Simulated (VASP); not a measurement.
# Na16N (a cell with a defect) in VASP: notebook, part 2 of 2

VASP 6.6.1. The steps go on from the part before.

### 4 Single point, PBEsol

INCAR reads:

```
SYSTEM = Na16N
PREC     = Accurate       ! precision mode
ENCUT    = 520            ! plane-wave cutoff, eV
EDIFF    = 1E-7           ! SCF threshold, eV
ISMEAR   = -1             ! smearing method
SIGMA    = 0.15           ! smearing width, eV
LREAL    = Auto         
LASPH    = .True.         ! aspherical terms in the spheres
NELM     = 100            ! most SCF steps
ALGO     = Normal         ! electronic algorithm
ISIF     = 2              ! what is computed and relaxed
LWAVE    = .False.        ! write WAVECAR
LCHARG   = .True.         ! write CHGCAR
GGA      = PS             ! functional
LELF     = .True.         ! ELF
LVHAR    = .True.       
NBANDS   = 72             ! bands
```

KPOINTS reads:

```
Automatic mesh
0
Gamma
  2 2 2
  0 0 0
```

POSCAR reads:

```
Na16N
1.0
    8.4600000000      0.0000000000      0.0000000000
    0.0000000000      8.4600000000      0.0000000000
    0.0000000000      0.0000000000      8.4600000000
Na N
16 1
Direct
   -0.0009929078     -0.0146690307     -0.0118912530
    0.5389952719      0.0417257683     -0.0018557920
    0.0586288416      0.5271276596     -0.0181323877
    0.0492907801     -0.1208983452      0.5427304965
    0.2298936170      0.3124704492      0.2221867612
    0.5368912530      0.4628841608      0.0526477541
    0.5164066194      0.0760047281      0.5830378251
    0.8902364066      0.1993498818      0.2207565012
   -0.0657801418      0.4500236407      0.5214302600
    0.3070567376      0.6715248227      0.2938061466
    0.2299881797      0.2414066194      0.7593026005
    0.4889243499      0.4411583924      0.4658037825
    0.8257210402      0.8002127660      0.2563356974
    0.8416548463      0.2209219858      0.8235106383
    0.3396572104      0.7500000000      0.7200709220
    0.7192789598      0.7096808511      0.6576832151
    0.0884515366      0.2558628842     -0.0395981087
```

Potentials or basis: VASP PAW PBE potentials, release 64 (Na_pv, N).

Command:

```console
$ cat potpaw_PBE.64/Na_pv/POTCAR potpaw_PBE.64/N/POTCAR > POTCAR
$ mpirun -np 1 vasp_std > vasp.out
```

OUTCAR:

```text
SYSTEM = Na16N
   PREC = Accurate
   ENCUT = 520
   EDIFF = 1E-7
   ISMEAR = -1
   LREAL = Auto
   LASPH = .True.
   NELM = 100
   ISIF = 2
   GGA = PS

 ion  position               nearest neighbor table
   1  0.999  0.985  0.988-  14 2.77
   2  0.539  0.042  0.998-
   3  0.059  0.527  0.982-
   4  0.049  0.879  0.543-
   5  0.230  0.312  0.222-
   6  0.537  0.463  0.053-
   7  0.516  0.076  0.583-
   8  0.890  0.199  0.221-
   9  0.934  0.450  0.521-
  10  0.307  0.672  0.294-
  11  0.230  0.241  0.759-  17 2.08
  12  0.489  0.441  0.466-
  13  0.826  0.800  0.256-
  14  0.842  0.221  0.824-   1 2.77
  15  0.340  0.750  0.720-
  16  0.719  0.710  0.658-
  17  0.088  0.256  0.960-  11 2.08

  LATTYP: Found a simple cubic cell.
 ALAT       =     8.4600000000

  Lattice vectors:

[... 188 lines left out ...]

  energy without entropy =      -26.98194810  energy(sigma->0) =      -27.34700805

 E-fermi :   0.1641     XC(G=0):  -6.4640

 val. band max:        0.1406320170   @ k =   0.5000   0.0000   0.0000
 cond. band min:       0.1685155802   @ k =   0.0000   0.5000   0.5000
 fundamental gap:      0.0278835632
 Fermi energy:         0.1641009206

 k-point     1 :       0.0000    0.0000    0.0000
  band No.  band energies     occupation
      1     -24.8131      2.00000
      2     -24.8026      2.00000
      3     -24.8005      2.00000
      4     -24.7982      2.00000
      5     -24.7882      2.00000
      6     -24.7824      2.00000
[... 573 lines left out ...]
     69       2.6551      0.00000
     70       2.7209      0.00000
 [bands above 70 left out]

------------------------ aborting loop because EDIFF is reached ----------------------------------------

  FORCE on cell =-STRESS in cart. coord.  units (eV):
  Direction    XX          YY          ZZ          XY          YZ          ZX
  --------------------------------------------------------------------------------------
  -------------------------------------------------------------------------------------
  Total        2.3544380      2.5096907      1.5087645     -1.5988597     -0.2264997     -1.3704695
  in kB        6.2299814      6.6407891      3.9922796     -4.2306769     -0.5993315     -3.6263428
  external PRESSURE =       5.6210167 kB  Pullay stress =       0.0000000 kB

 VOLUME and BASIS-vectors are now :
 -----------------------------------------------------------------------------
  energy-cutoff  :      520.00
  volume of cell :      605.50
      direct lattice vectors                 reciprocal lattice vectors
     8.460000000  0.000000000  0.000000000     0.118203310  0.000000000  0.000000000
     0.000000000  8.460000000  0.000000000     0.000000000  0.118203310  0.000000000
     0.000000000  0.000000000  8.460000000     0.000000000  0.000000000  0.118203310

 POSITION                                       TOTAL-FORCE (eV/Angst)
 -----------------------------------------------------------------------------------
      8.45160      8.33590      8.35940         0.791823     -0.219685     -0.273866
      4.55990      0.35300      8.44430        -0.202919     -0.214007      0.175399
      0.49600      4.45950      8.30660        -0.159354     -0.010737     -0.189596
      0.41700      7.43720      4.59150         0.009176      0.336106     -0.004710
      1.94490      2.64350      1.87970        -0.170984     -0.632273     -0.432885
      4.54210      3.91600      0.44540         0.247362      0.111684     -0.296009
[... 9 lines left out ...]
      6.08510      6.00390      5.56400        -0.078550      0.162796      0.326057
      0.74830      2.16460      8.12500        -1.134823     -0.188549      1.517114
 -----------------------------------------------------------------------------------
    total drift:                                0.000072     -0.000741      0.001577

  FREE ENERGIE OF THE ION-ELECTRON SYSTEM (eV)
  ---------------------------------------------------
  free  energy   TOTEN  =       -27.7120679913 eV

  energy  without entropy=      -26.9819481046  energy(sigma->0) =      -27.34700805
```

stdout:

```text
POSCAR found type information on POSCAR NaN
 POSCAR found :  2 types and      17 ions
 scaLAPACK will be used
 -----------------------------------------------------------------------------
|                                                                             |
|                                                                             |
|     You enforced a specific xc type in the INCAR file but a different       |
|     I HOPE YOU KNOW WHAT YOU ARE DOING!                                     |
|                                                                             |
 -----------------------------------------------------------------------------

 LDA part: xc-table for (Slater+PW92), standard interpolation
 POSCAR, INCAR and KPOINTS ok, starting setup
 FFT: planning ... GRIDC
 FFT: planning ... GRID_SOFT
 FFT: planning ... GRID
 WAVECAR not read
 entering main loop
```

It took 17 min on 1 thread of AMD EPYC 7R43 (Zen 3), shared host; peak memory 0.6 GiB.

What came out:

- Free energy: -27.7121 eV
- Pressure: 0.6 GPa
- Largest force: 1.904 eV/Å
- Band gap on the k mesh: zero (an odd number of electrons rules out a gap without spin polarisation)

Forces on the atoms (eV/Å):
```
Na   0.792 -0.220 -0.274
Na  -0.203 -0.214  0.175
Na  -0.159 -0.011 -0.190
Na   0.009  0.336 -0.005
Na  -0.171 -0.632 -0.433
Na   0.247  0.112 -0.296
Na   0.256 -0.182 -0.355
Na  -0.162  0.349 -0.045
Na   0.266  0.023 -0.104
Na  -0.201  0.723 -0.109
Na   0.528  0.041 -0.645
Na   0.418 -0.143  0.315
Na  -0.400 -0.362  0.020
Na   0.019  0.409 -0.173
Na  -0.024 -0.203  0.274
Na  -0.079  0.163  0.326
N   -1.135 -0.189  1.517
```

Stress tensor (GPa, compression positive):
```
 0.62 -0.42 -0.36
-0.42  0.66 -0.06
-0.36 -0.06  0.40
```

Caveat: the k points lie up to 0.37 Å⁻¹ apart, too coarse for converged energies and pressures of a metal; the PAW data sets were made with another functional, which shifts forces and pressure a little.

### 5 Overview

```csv
cell,gap on the mesh (eV),pressure (GPa),largest force (eV/Å)
"as given, atomic positions A",none,0.1,1.96
"as given, atomic positions B",none,0.7,1.66
"as given, atomic positions C",none,0.6,1.90
```

Alike in all rows: task single point; level PBEsol; potentials or basis VASP PAW PBE potentials, release 64 (Na_pv, N); no spin polarisation; k mesh 2 × 2 × 2; cutoff (eV) 520; smearing fermi-dirac 0.15 eV.

Caveats: all runs use coarse meshes; the PAW data sets were made with another functional, which shifts forces and pressure a little.

Total energies depend on the potentials used, so only differences within one code and one set of settings carry meaning.
